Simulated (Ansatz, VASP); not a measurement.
## KTaO3: VASP beside Ansatz

Contents of INCAR:

```
SYSTEM = KTaO3
PREC     = Accurate       ! precision mode
ENCUT    = 600            ! plane-wave cutoff, eV
EDIFF    = 1E-7           ! SCF threshold, eV
ISMEAR   = -1             ! smearing method
SIGMA    = 0.05           ! smearing width, eV
LREAL    = .FALSE.        ! projectors in reciprocal space
LASPH    = .TRUE.         ! aspherical terms in the spheres
NELM     = 120            ! most SCF steps
ALGO     = Normal         ! electronic algorithm
ISIF     = 3              ! what is computed and relaxed
LWAVE    = .FALSE.        ! write WAVECAR
LCHARG   = .FALSE.        ! write CHGCAR
GGA      = LIBXC          ! functional
LIBXC1   = GGA_X_B88    
LIBXC2   = GGA_C_PBE    
IBRION   = 2              ! ionic algorithm
NSW      = 60             ! ionic steps
EDIFFG   = -0.01          ! ionic threshold
GGA_COMPAT= .FALSE.      
NELMIN   = 4
```

The input KPOINTS:

```
Automatic mesh
0
G
  7 7 7
  0 0 0
```

Contents of POSCAR:

```
KTaO3
1.0
    3.9883000000      0.0000000000      0.0000000000
    0.0000000000      3.9883000000      0.0000000000
    0.0000000000      0.0000000000      3.9883000000
Ta K O
1 1 3
Direct
    0.0000000000      0.0000000000      0.0000000000
    0.5000000000      0.5000000000      0.5000000000
    0.0000000000      0.0000000000      0.5000000000
    0.0000000000      0.5000000000      0.0000000000
    0.5000000000      0.0000000000      0.0000000000
```

Contents of input.yaml:

```yaml
crystal:
  lattice:
    - [3.9883, 0.0, 0.0]
    - [0.0, 3.9883, 0.0]
    - [0.0, 0.0, 3.9883]
  atoms:
    - { symbol: Ta, position: [0.0, 0.0, 0.0] }
    - { symbol: K, position: [0.5, 0.5, 0.5] }
    - { symbol: O, position: [0.0, 0.0, 0.5] }
    - { symbol: O, position: [0.0, 0.5, 0.0] }
    - { symbol: O, position: [0.5, 0.0, 0.0] }
hamiltonian:
  xc: { exchange: b88, correlation: pbe }
  pseudopotentials: { kind: paw }
kpoints:
  mp_grid: { grid: [7, 7, 7] }
scf:
  occupations: { method: fermi_dirac, width: 0.05 }
output:
  forces: true
  stress: true
  write_density: true
  write_potential: true
  elf: true
  volumetric_format: npy
relax:
  f_tol: 0.01
  max_steps: 40
  cell: { stress_tol: 0.05 }
```

Alike in both runs: task relaxation of cell and atoms; functional b88 exchange, pbe correlation; k mesh 7 × 7 × 7; occupations fermi-dirac, width 0.05 eV; no spin polarisation.

```csv
,VASP,Ansatz
version,VASP 6.6.1,Ansatz 0.2.0
potentials or method,"VASP PAW PBE potentials, release 64 (Ta_pv, K_sv, O)",Ansatz PAW
plane-wave cutoff (eV),600,420
valence electrons in the cell,38,40
```

|  | VASP | Ansatz | Ansatz less VASP |
| --- | --- | --- | --- |
| gap on the k mesh at the Fermi level, each at its own relaxed structure (eV) | 2.16 | 2.21 | +0.051 |
| relaxed volume (Å³/atom) | 13.06 | 13.03 | -0.035 |
| relaxed cell length with the largest relative difference (Å) | 4.027 | 4.023 | -0.0036 |

VASP's potentials were made for PBE, not for b88 exchange, pbe correlation. VASP's potentials hold 38 valence electrons a cell and Ansatz's 40, so a difference there can come from the potentials and not from the codes.

Neither program's run includes spin-orbit coupling. Noted on Ansatz's run: odd divisions of the mesh miss points on the zone boundary, where band edges often lie, so the gap on the mesh can be too wide; the plane-wave basis is chosen anew once the cell has moved, so the energies of steps on either side of that aren't comparable.
